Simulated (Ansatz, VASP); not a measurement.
**GaP in VASP and in Ansatz**

The input POSCAR:

```
GaP
1.0
    0.0000000000      2.0966002160      2.0966002160
    2.0966002160      0.0000000000      2.0966002160
    2.0966002160      2.0966002160      0.0000000000
Ga P
1 1
Direct
    0.0000000000      0.0000000000      0.0000000000
    0.5000000000      0.5000000000      0.5000000000
```

File INCAR.step1:

```
SYSTEM = GaP
PREC     = Accurate       ! precision mode
ENCUT    = 520            ! plane-wave cutoff, eV
ISMEAR   = -1             ! smearing method
SIGMA    = 0.05           ! smearing width, eV
LREAL    = .FALSE.        ! projectors in reciprocal space
LASPH    = .TRUE.         ! aspherical terms in the spheres
NELM     = 80             ! most SCF steps
NBANDS   = 16             ! bands
GGA      = PE             ! functional
ALGO     = Normal         ! electronic algorithm
EDIFF    = 1E-4           ! SCF threshold, eV
LWAVE    = .TRUE.         ! write WAVECAR
LCHARG   = .FALSE.        ! write CHGCAR
```

The input INCAR.step2:

```
SYSTEM = GaP
PREC     = Accurate       ! precision mode
ENCUT    = 520            ! plane-wave cutoff, eV
EDIFF    = 1E-7           ! SCF threshold, eV
ISMEAR   = -1             ! smearing method
SIGMA    = 0.05           ! smearing width, eV
LREAL    = .FALSE.        ! projectors in reciprocal space
LASPH    = .TRUE.         ! aspherical terms in the spheres
NELM     = 80             ! most SCF steps
ALGO     = Normal         ! electronic algorithm
ISIF     = 2              ! what is computed and relaxed
LWAVE    = .FALSE.        ! write WAVECAR
LCHARG   = .TRUE.         ! write CHGCAR
METAGGA  = R2SCAN         ! meta-GGA
LMIXTAU  = .TRUE.       
LELF     = .TRUE.         ! ELF
LVHAR    = .TRUE.       
NBANDS   = 16             ! bands
ISTART   = 1
```

Contents of KPOINTS:

```
Automatic mesh
0
G
  14 14 14
  0 0 0
```

Input for Ansatz:

```yaml
crystal:
  lattice:
    - [0.0, 2.096600216, 2.096600216]
    - [2.096600216, 0.0, 2.096600216]
    - [2.096600216, 2.096600216, 0.0]
  atoms:
    - { symbol: Ga, position: [0.0, 0.0, 0.0] }
    - { symbol: P, position: [0.5, 0.5, 0.5] }
kpoints:
  mp_grid: { grid: [14, 14, 14] }
scf:
  occupations: { method: fermi_dirac, width: 0.05 }
hamiltonian:
  xc: r2scan
  pseudopotentials: { kind: all_electron, datasets: crystal }
output:
  forces: true
  stress: true
  eigenvalues: true
```

Change from the starting cell: volume scaled by 0.55, crystal datasets.

Alike in both runs: task single point; functional r2SCAN; k mesh 14 × 14 × 14; occupations fermi-dirac, width 0.05 eV; no spin polarisation.

|  | VASP | Ansatz |
| --- | --- | --- |
| version | VASP 6.6.1 | Ansatz 0.2.0 |
| potentials or method | VASP PAW PBE potentials, release 64 (Ga_d, P), cutoff 520 eV | all-electron PAW with datasets made for the crystal, scalar-relativistic |

```csv
,VASP,Ansatz,Ansatz less VASP
pressure (GPa),213.9,214.0,+0.11
```

VASP's potentials were made for PBE, not for r2SCAN. Both programs put the cell under a high pressure, so it lies far from rest at this level. Ansatz ran all-electron here, and VASP with PAW potentials.

Noted on VASP's run: the cell as given lies far from equilibrium.
